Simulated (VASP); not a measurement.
# PbF2 (R-3m) in VASP: a series of runs, part 2 of 3

VASP 6.6.1. Earlier steps stand in the parts before.

### 3 Relaxation of shape and atoms at fixed volume, PBE (18.37 Å³/atom)

This run uses another cell than the first one, of 18.37 Å³/atom.

File INCAR:

```
SYSTEM = PbF2
PREC = Accurate ; ENCUT = 600
EDIFF = 1E-6 ; ISMEAR = 0
SIGMA = 0.05 ; LREAL = .False.
LASPH = .True. ; NELM = 60
ALGO = Normal ; ISIF = 4
LWAVE = .False. ; LCHARG = .False.
GGA = PE ; IBRION = 2
NSW = 60 ; EDIFFG = -0.01
```

File KPOINTS:

```
regular mesh
0
Gamma
  10 10 10
  0 0 0
```

File POSCAR:

```
PbF2
1.0
    2.1351315139      1.2327187543      3.4889791555
   -2.1351315139      1.2327187543      3.4889791555
    0.0000000000     -2.4654375086      3.4889791555
Pb F
1 2
Direct
    0.0000000000      0.0000000000      0.0000000000
    0.2499510902      0.2499510902      0.2499510902
    0.7500489098      0.7500489098      0.7500489098
```

Potentials or basis: VASP PAW PBE potentials, release 64 (Pb_d, F).

Launch:

```bash
$ cat potpaw_PBE.64/Pb_d/POTCAR potpaw_PBE.64/F/POTCAR > POTCAR
$ mpirun -np 1 vasp_std > vasp.out
```

OUTCAR:

```text
SYSTEM = PbF2
   PREC = Accurate
   ENCUT = 600
   EDIFF = 1E-6
   ISMEAR = 0
   LREAL = .False.
   LASPH = .True.
   NELM = 60
   ISIF = 4
   GGA = PE
   IBRION = 2
   NSW = 60
   EDIFFG = -0.01

 ion  position               nearest neighbor table
   1  0.000  0.000  0.000-   3 2.62   2 2.62   3 2.62   3 2.62   2 2.62   2 2.62   3 2.62   2 2.62

   2  0.250  0.250  0.250-   1 2.62   1 2.62   1 2.62   1 2.62
   3  0.750  0.750  0.750-   1 2.62   1 2.62   1 2.62   1 2.62

  LATTYP: Found a trigonal (rhomboedric) cell.
 ALAT       =     4.2721607714
 COS(alpha) =     0.5004441130

  Lattice vectors:

 A1 = (   2.1351315139,   1.2327187543,   3.4889791555)
 A2 = (  -2.1351315139,   1.2327187543,   3.4889791555)
 A3 = (   0.0000000000,  -2.4654375086,   3.4889791555)

Analysis of symmetry for initial positions (statically):
=====================================================================
 Subroutine PRICEL returns:
 Original cell was already a primitive cell.

 Routine SETGRP: Setting up the symmetry group for a
 trigonal (rhombohedral) supercell.

 Subroutine GETGRP returns: Found 12 space group operations
 (whereof 12 operations were pure point group operations)
 out of a pool of 12 trial point group operations.

The static configuration has the point symmetry D_3d.

Analysis of symmetry for dynamics (positions and initial velocities):
=====================================================================
 Subroutine PRICEL returns:
 Original cell was already a primitive cell.

 Routine SETGRP: Setting up the symmetry group for a
 trigonal (rhombohedral) supercell.

 Subroutine GETGRP returns: Found 12 space group operations
 (whereof 12 operations were pure point group operations)
 out of a pool of 12 trial point group operations.

The dynamic configuration has the point symmetry D_3d.

[... 112 lines left out ...]
   NUPDOWN=      -1.0000    fix difference up-down
   EMIN   =  10.00;   EMAX   =-10.00  energy-range for DOS
   EFERMI =   0.00;   METHOD = LEGACY
   ISMEAR =     0;   SIGMA  =   0.05  broadening in eV -4-tet -1-fermi 0-gaus
   EFERMI_NEDOS =   21; number of points for ismear=-14 and -15
   IALGO  =     38    algorithm
   IMIX   =      4    mixing-type and parameters
     AMIX     =   0.40;   BMIX     =  1.00
     AMIX_MAG =   1.60;   BMIX_MAG =  1.00
  volume/ion in A,a.u.               =      18.37       123.94
  Fermi-wavevector in a.u.,A,eV,Ry     =   1.306416  2.468768 23.221366  1.706722
  Thomas-Fermi vector in A             =   2.437219
   LORBIT       =      0    0 simple, 1 ext, 2 COOP (PROOUT), +10 PAW based schemes
   GGA     = PE    functional components
   LHFCALC =     F    Hartree Fock is set to
   AEXX    =    0.0000 exact exchange contribution
   IVDW    =     0    specifies the selected vdW correction
   LEPSILON=     F    determine dielectric tensor
   LRPA    =     F    only Hartree local field effects (RPA)
 conjugate gradient relaxation of ions
 non-spin polarized calculation
 Gauss-broadening in eV      SIGMA  =   0.05
  energy-cutoff  :      600.00
  volume of cell :       55.10
 maximum number of plane-waves:      1855
 NGX is ok and might be reduce to    36
   NGX = 17   NGY = 17   NGZ = 17

 number of electron      27.9999992 magnetization

 Free energy of the ion-electron system (eV)
  ---------------------------------------------------
  ext. energy  EPLUGINS =         0.00000000
  ---------------------------------------------------
  free energy    TOTEN  =       -14.35040074 eV

  energy without entropy =      -14.35040074  energy(sigma->0) =      -14.35040074

 E-fermi :   1.4301     XC(G=0):  -9.1267

 val. band max:        1.2210155776   @ k =   0.5000   0.5000   0.5000
 cond. band min:       5.6333887596   @ k =   0.5000   0.5000   0.0000
 fundamental gap:      4.4123731819
 Fermi energy:         1.4300758246

 k-point     1 :       0.0000    0.0000    0.0000
  band No.  band energies     occupation
      1     -19.4397      2.00000
      2     -18.9139      2.00000
      3     -13.1730      2.00000
      4     -13.1729      2.00000
      5     -13.1729      2.00000
      6     -13.1378      2.00000
[... 481 lines left out ...]
      5     -13.1152      2.00000
      6     -13.1147      2.00000
[... 10 lines left out ...]
     17       8.7379      0.00000
     18      11.3013      0.00000

 [... further k-points ...]
[... 5 lines left out ...]
  --------------------------------------------------------------------------------------
  -------------------------------------------------------------------------------------
  Total       -0.5107228     -0.5107228     -0.5184942      0.0000000      0.0000000      0.0000000
  in kB      -14.8510652    -14.8510652    -15.0770442      0.0000000      0.0000000      0.0000000
  external PRESSURE =     -14.9263915 kB  Pullay stress =       0.0000000 kB

 VOLUME and BASIS-vectors are now :
 -----------------------------------------------------------------------------
  energy-cutoff  :      600.00
  volume of cell :       55.10
      direct lattice vectors                 reciprocal lattice vectors
     2.135131514  1.232718754  3.488979156     0.234177612  0.135202508  0.095538929
    -2.135131514  1.232718754  3.488979156    -0.234177612  0.135202508  0.095538929
     0.000000000 -2.465437509  3.488979156     0.000000000 -0.270405015  0.095538929

 POSITION                                       TOTAL-FORCE (eV/Angst)
 -----------------------------------------------------------------------------------
      0.00000      0.00000      0.00000        -0.000000     -0.000000      0.000000
      0.00000      0.00000      2.61622         0.000000     -0.000000      0.000564
      0.00000      0.00000      7.85072         0.000000      0.000000     -0.000564
 -----------------------------------------------------------------------------------
    total drift:                               -0.000000     -0.000000      0.000000

  FREE ENERGIE OF THE ION-ELECTRON SYSTEM (eV)
  ---------------------------------------------------
  free  energy   TOTEN  =       -14.3504007421 eV

  energy  without entropy=      -14.3504007421  energy(sigma->0) =      -14.35040074

 reached required accuracy - stopping structural energy minimisation
```

CONTCAR:

```text
PbF2
   1.00000000000000
     2.1351315139000002    1.2327187543000000    3.4889791555000000
    -2.1351315139000002    1.2327187543000000    3.4889791555000000
     0.0000000000000000   -2.4654375086000000    3.4889791555000000
  Pb              F
     1     2
Direct
     0.0000000000000000    0.0000000000000000    0.0000000000000000
     0.2499510901999997    0.2499510901999997    0.2499510901999997
     0.7500489098000003    0.7500489098000003    0.7500489098000003

  0.00000000E+00  0.00000000E+00  0.00000000E+00
  0.00000000E+00  0.00000000E+00  0.00000000E+00
  0.00000000E+00  0.00000000E+00  0.00000000E+00
```

It took 3.4 min on 1 thread of Intel Xeon 8259CL, shared host; peak memory 0.3 GiB.

What came out:

* Free energy: -14.3504 eV
* Pressure after relaxing: -1.5 GPa
* Band gap on the k mesh: 4.41 eV (least direct gap 4.56 eV)

Final structure:
```
Pb F
1.0
     2.13513    1.23272    3.48898
    -2.13513    1.23272    3.48898
     0.00000   -2.46544    3.48898
Pb F
1 2
Cartesian
  0.0000 0.0000 0.0000
  0.0000 0.0000 2.6162
  0.0000 0.0000 7.8507
```

Caveat: spin-orbit coupling is left out, which moves the levels of the heavy elements. A k mesh can miss the band edges.

### 4 Relaxation of shape and atoms at fixed volume, PBE (18.73 Å³/atom)

This run uses another cell than the first one, of 18.73 Å³/atom.

File INCAR:

```
SYSTEM = PbF2
ALGO = Normal ; EDIFF = 1E-7
EDIFFG = -0.01 ; ENCUT = 600
GGA = PE ; IBRION = 2
ISIF = 4 ; ISMEAR = 0
LASPH = .TRUE. ; LCHARG = .FALSE.
LREAL = .FALSE. ; LWAVE = .FALSE.
NELM = 80 ; NSW = 60
PREC = Accurate ; SIGMA = 0.05
```

File KPOINTS:

```
k-points
0
G
  10 10 10
  0 0 0
```

File POSCAR:

```
PbF2
1.0
    2.1489963928      1.2407236458      3.5116354992
   -2.1489963928      1.2407236458      3.5116354992
    0.0000000000     -2.4814472917      3.5116354992
Pb F
1 2
Direct
    0.0000000000      0.0000000000      0.0000000000
    0.2499510902      0.2499510902      0.2499510902
    0.7500489098      0.7500489098      0.7500489098
```

Launch:

```bash
$ cat potpaw_PBE.64/Pb_d/POTCAR potpaw_PBE.64/F/POTCAR > POTCAR
$ mpirun -np 1 vasp_std > vasp.out
```

It took 3.1 min on 1 thread of Intel Xeon 8259CL, shared host; peak memory 0.3 GiB.

Results (log left out):

| Property | Result |
| --- | --- |
| Free energy | -14.3385 eV |
| Pressure after relaxing | -2.6 GPa |
| Band gap on the k mesh | 4.40 eV (least direct gap 4.55 eV) |

Final structure:
```xyz
3
Lattice="2.1490 1.2407 3.5116 -2.1490 1.2407 3.5116 0.0000 -2.4814 3.5116" Properties=species:S:1:pos:R:3 pbc="T T T"
Pb    0.0000    0.0000    0.0000
F     0.0000    0.0000    2.6332
F     0.0000    0.0000    7.9017
```

Levels at points of the mesh, in eV from the valence-band top:
| k point | band 12 | band 13 | band 14 | band 15 | band 16 | band 17 |
| --- | --- | --- | --- | --- | --- | --- |
| (0.00, 0.00, 0.00) | -1.55 | -1.55 | -1.55 | 6.65 | 6.66 | 6.66 |
| (0.50, 0.00, 0.00) | -1.72 | -1.72 | 0.00 | 5.00 | 7.40 | 7.40 |
| (0.50, 0.50, 0.00) | -1.18 | -1.16 | -0.15 | 4.40 | 7.59 | 7.60 |
| (0.50, 0.50, 0.50) | -1.72 | -1.72 | 0.00 | 5.00 | 7.40 | 7.40 |

Caveat: spin-orbit coupling is left out, which moves the levels of the heavy elements. A k mesh can miss the band edges.

### 5 Single point, PBE (17.02 Å³/atom)

This run uses another cell than the first one, of 17.02 Å³/atom.

File INCAR:

```
ALGO     = Normal         # electronic algorithm
EDIFF    = 1E-6           # SCF threshold, eV
ENCUT    = 520            # plane-wave cutoff, eV
GGA      = PE             # functional
ISIF     = 2              # what is computed and relaxed
ISMEAR   = 0              # smearing method
LASPH    = T              # aspherical terms in the spheres
LCHARG   = F              # write CHGCAR
LREAL    = F              # projectors in reciprocal space
LWAVE    = F              # write WAVECAR
NBANDS   = 21             # bands
NELM     = 60             # most SCF steps
PREC     = Accurate       # precision mode
SIGMA    = 0.05           # smearing width, eV
```

File KPOINTS:

```
k-points
0
Gamma
  10 10 10
```

File POSCAR:

```
PbF2
1.0
    2.0814621099      1.2017327094      3.4012789690
   -2.0814621099      1.2017327094      3.4012789690
    0.0000000000     -2.4034654189      3.4012789690
Pb F
1 2
Direct
    0.0000000000      0.0000000000      0.0000000000
    0.2499510902      0.2499510902      0.2499510902
    0.7500489098      0.7500489098      0.7500489098
```

Launch:

```bash
$ cat potpaw_PBE.64/Pb_d/POTCAR potpaw_PBE.64/F/POTCAR > POTCAR
$ mpirun -np 1 vasp_std > vasp.out
```

It took 1.7 min on 1 thread of Oxide Virtual Turin-like, shared host; peak memory 0.22 GiB.

It converged, with:

```yaml
Free_energy: -14.3113 eV
Pressure: 4.1 GPa
Band_gap_on_the_k_mesh: 4.42 eV (least direct gap 4.56 eV)
```

Levels at points of the mesh, in eV from the valence-band top:
| k point | band 11 | band 12 | band 13 | band 14 | band 15 | band 16 | band 17 | band 18 |
| --- | --- | --- | --- | --- | --- | --- | --- | --- |
| (0.00, 0.00, 0.00) | -2.59 | -2.09 | -2.09 | -2.09 | 6.80 | 6.81 | 6.81 | 10.70 |
| (0.50, 0.00, 0.00) | -2.81 | -2.26 | -2.26 | -0.03 | 5.03 | 7.74 | 7.74 | 13.26 |
| (0.50, 0.50, 0.00) | -1.66 | -1.66 | -1.66 | -0.14 | 4.42 | 7.98 | 7.98 | 8.93 |
| (0.50, 0.50, 0.50) | -2.81 | -2.26 | -2.26 | -0.03 | 5.03 | 7.74 | 7.74 | 13.26 |

Caveat: the cell stands under pressure; spin-orbit coupling is left out, which moves the levels of the heavy elements. A k mesh can miss the band edges.

[end of part 2 of 3]
